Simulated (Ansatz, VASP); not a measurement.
One calculation of TaN, two programs

File INCAR:

```
SYSTEM = TaN
ALGO     = Normal         ! electronic algorithm
EDIFF    = 1E-6           ! SCF threshold, eV
ENCUT    = 520            ! plane-wave cutoff, eV
GGA      = PS             ! functional
ISIF     = 2              ! what is computed and relaxed
ISMEAR   = 0              ! smearing method
LASPH    = .True.         ! aspherical terms in the spheres
LCHARG   = .False.        ! write CHGCAR
LREAL    = .False.        ! projectors in reciprocal space
LUSENCCL = .False.      
LWAVE    = .False.        ! write WAVECAR
NBANDS   = 33             ! bands
NELM     = 80             ! most SCF steps
PREC     = Accurate       ! precision mode
SIGMA    = 0.15           ! smearing width, eV
```

Contents of KPOINTS:

```
k-points
0
Gamma
  12 12 16
  0 0 0
```

POSCAR

```
TaN
1.0
    5.1789208695      0.0000000000      0.0000000000
   -2.5894604347      4.4850770372      0.0000000000
    0.0000000000      0.0000000000      2.8959972730
Ta N
3 3
Direct
    0.3478204690      0.6721259153      0.5000000000
    0.6756945537      0.3278740847      0.5000000000
   -0.0231708503      0.0000000000      0.0000000000
    0.3835510927      0.0000000000      0.0000000000
    0.6051470079      0.5982912612      0.0000000000
    0.0068557467      0.4017087388      0.0000000000
```

Input for Ansatz:

```yaml
crystal:
  lattice:
    - [5.1789208695, 0.0, 0.0]
    - [-2.5894604347, 4.4850770372, 0.0]
    - [0.0, 0.0, 2.895997273]
  atoms:
    - { symbol: Ta, position: [0.347820469, 0.6721259153, 0.5] }
    - { symbol: Ta, position: [0.6756945537, 0.3278740847, 0.5] }
    - { symbol: Ta, position: [-0.0231708503, 0.0, 0.0] }
    - { symbol: "N", position: [0.3835510927, 0.0, 0.0] }
    - { symbol: "N", position: [0.6051470079, 0.5982912612, 0.0] }
    - { symbol: "N", position: [0.0068557467, 0.4017087388, 0.0] }
basis:
  ecutwfc: 420
kpoints:
  mp_grid: { grid: [12, 12, 16] }
hamiltonian:
  xc: pbesol
scf:
  occupations: { method: gaussian, width: 0.15 }
output:
  forces: true
  stress: true
  eigenvalues: true
```

Change from the starting cell: mode 5 (187.2 1/cm) frozen in, largest displacement -0.120 Å.

Alike in both runs: task single point; functional PBEsol; k mesh 12 × 12 × 16; occupations gaussian, width 0.15 eV; no spin polarisation.

|  | VASP | Ansatz |
| --- | --- | --- |
| version | VASP 6.6.1 | Ansatz 0.2.0 |
| potentials or method | VASP PAW PBE potentials, release 64 (Ta_pv, N), cutoff 520 eV | scalar-relativistic, plane waves, PAW |
| valence electrons in the cell | 48 | 54 |

```csv
,VASP,Ansatz,Ansatz less VASP
gap on the k mesh at the Fermi level (eV),none,none,-
pressure (GPa),2.1,1.2,-0.89
"traceless stress, the component that is largest in VASP (GPa)",1.99,1.91,-0.089
rms of the force components (eV/Å),0.858,0.853,-0.0048
```

VASP's potentials were made for PBE, not for PBEsol. Atom by atom the forces differ by 0.011 eV/Å (rms over components). A gap of «none» marks a metal or a gap that the smearing closes. VASP's potentials hold 48 valence electrons a cell and Ansatz's 54, so a difference there can come from the potentials and not from the codes.

Spin-orbit coupling is off throughout.
